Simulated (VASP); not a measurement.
Runs of VASP 6.6.1 on SnO. The structure is that of space group P4/nmm (No. 129), or close to it. The cells are those of the table. 

```csv
level,potentials or basis,cell,k mesh,grid for exact exchange (PRECFOCK),share of exact exchange,gap on the mesh (eV),pressure (GPa),largest force (eV/Å)
PBE+D4,"VASP PAW PBE potentials, release 64 (Sn_d, O)","a = 3.888, b = 3.888, c = 4.983 Å, 4 atoms",7 × 7 × 6,-,-,0.58,-3.4,0.29
PBE,"VASP PAW PBE potentials, release 64 (Sn_d, O)","a = 3.888, b = 3.888, c = 4.983 Å, 4 atoms",7 × 7 × 6,-,-,0.58,-1.4,0.31
LDA,"VASP PAW LDA potentials, release 64 (Sn_d, O)","a = 3.736, b = 3.736, c = 4.787 Å, 4 atoms",7 × 7 × 6,-,-,(b),(a),0.79
r2SCAN50,"VASP PAW PBE potentials, release 64 (Sn_d, O)","a = 3.814, b = 3.814, c = 4.887 Å, 4 atoms",4 × 4 × 3,Normal,0.5,2.45,-5.1,0.78
r2SCAN-based global hybrid with 35 % exact exchange,"VASP PAW PBE potentials, release 64 (Sn_d, O)","a = 3.814, b = 3.814, c = 4.887 Å, 4 atoms",4 × 4 × 3,Normal,0.35,1.77,-3.7,0.55
```

Alike in all rows: task single point; no spin polarisation; cutoff (eV) 520; smearing fermi-dirac 0.05 eV.

Problem. Fill in the values left out.

Solution. (a) 3.4; (b) 0.23.

Caveats: some runs use coarse meshes; spin-orbit coupling is left out, which moves the levels of the heavy elements; semilocal functionals underestimate gaps, and a narrow one can read as zero (at least some runs); the PAW data sets were made with another functional, which shifts forces and pressure a little (at least some runs); the cell stands under tension (at least some runs); the cell stands under pressure (at least some runs).

A k mesh can miss the band edges, and the runs leave out spin-orbit coupling on Sn.
